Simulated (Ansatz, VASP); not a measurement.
Ta4O: VASP beside Ansatz

```
Ta O
1.0
    -2.76358    2.76358    2.76358
     2.76358   -2.76358    2.76358
     2.76358    2.76358   -2.76358
Ta O
4 1
Direct
  0.50000 0.50000 0.50000
  0.00000 0.00000 0.50000
  0.00000 0.50000 0.00000
  0.50000 0.00000 0.00000
  0.00000 0.00000 0.00000
```

Alike in both runs: functional PBE; k mesh 4 × 4 × 4; occupations gaussian, width 0.1 eV; no spin polarisation.

Ansatz relaxed the structure, and its values are those at the end. VASP's run is a single point on that final structure, the one shown.

```csv
,VASP,Ansatz
version,VASP 6.6.1,Ansatz 0.2.0
potentials or method,"VASP PAW PBE potentials, release 64 (Ta_pv, O), cutoff 520 eV","scalar-relativistic, plane waves, PAW"
valence electrons in the cell,50,58
```

|  | VASP | Ansatz | Ansatz less VASP |
| --- | --- | --- | --- |
| gap on the k mesh at the Fermi level (eV) | none | none | - |
| pressure (GPa) | 0.4 | 0.2 | -0.23 |

A gap of «none» marks a metal or a gap that the smearing closes. With one functional, cell and mesh, what is left measures potentials, basis and numerics. VASP's potentials hold 50 valence electrons a cell and Ansatz's 58, so a difference there can come from the potentials and not from the codes.

The k mesh is coarse, so the values compare programs but aren't converged. Neither program's run includes spin-orbit coupling.
